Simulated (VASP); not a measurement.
Here is a VASP 6.6.1 calculation.

INCAR

```
SYSTEM = HfSi2
ALGO     = Normal         ! electronic algorithm
EDIFF    = 1E-6           ! SCF threshold, eV
ENCUT    = 500            ! plane-wave cutoff, eV
GGA      = PE             ! functional
GGA_COMPAT= .FALSE.      
ISIF     = 2              ! what is computed and relaxed
ISMEAR   = 0              ! smearing method
LASPH    = .TRUE.         ! aspherical terms in the spheres
LCHARG   = .FALSE.        ! write CHGCAR
LREAL    = .FALSE.        ! projectors in reciprocal space
LWAVE    = .FALSE.        ! write WAVECAR
NBANDS   = 48             ! bands
NELM     = 120            ! most SCF steps
PREC     = Accurate       ! precision mode
SIGMA    = 0.1            ! smearing width, eV
```

The input KPOINTS:

```
k-points
0
G
  10 4 10
  0 0 0
```

POSCAR

```
HfSi2
1.0
    3.5720588831      0.0000000000      0.0000000000
    0.0000000000     14.1542401069      0.0000000000
    0.0000000000      0.0000000000      3.7321421317
Hf Si
4 8
Direct
    0.0000000000      0.1041747030      0.2500000000
    0.5000000000      0.3958252970      0.7500000000
    0.5000000000      0.6041747030      0.2500000000
    0.0000000000      0.8958252970      0.7500000000
    0.0000000000      0.4449544078      0.2500000000
    0.5000000000      0.0550455922      0.7500000000
    0.5000000000      0.2511835067      0.2500000000
    0.0000000000      0.2488164933      0.7500000000
    0.5000000000      0.9449544078      0.2500000000
    0.0000000000      0.5550455922      0.7500000000
    0.0000000000      0.7511835067      0.2500000000
    0.5000000000      0.7488164933      0.7500000000
```

Potentials or basis: VASP PAW PBE potentials, release 64 (Hf_pv, Si).

Run with:

```bash
$ cat potpaw_PBE.64/Hf_pv/POTCAR potpaw_PBE.64/Si/POTCAR > POTCAR
$ mpirun -np 1 vasp_std > vasp.out
```

(1) What does it give for the largest force?

(2) What does it give for the band gap on the k mesh?

## Answers

(1) 0.017 eV/Å.

(2) zero (bands 36 and 37 overlap by 1.28 eV).

Caveat: the cell differs from its parent crystal (biaxial strain in the a-b plane: -3.0 %, then relaxed in part); spin-orbit coupling is left out, which moves the levels of the heavy elements.
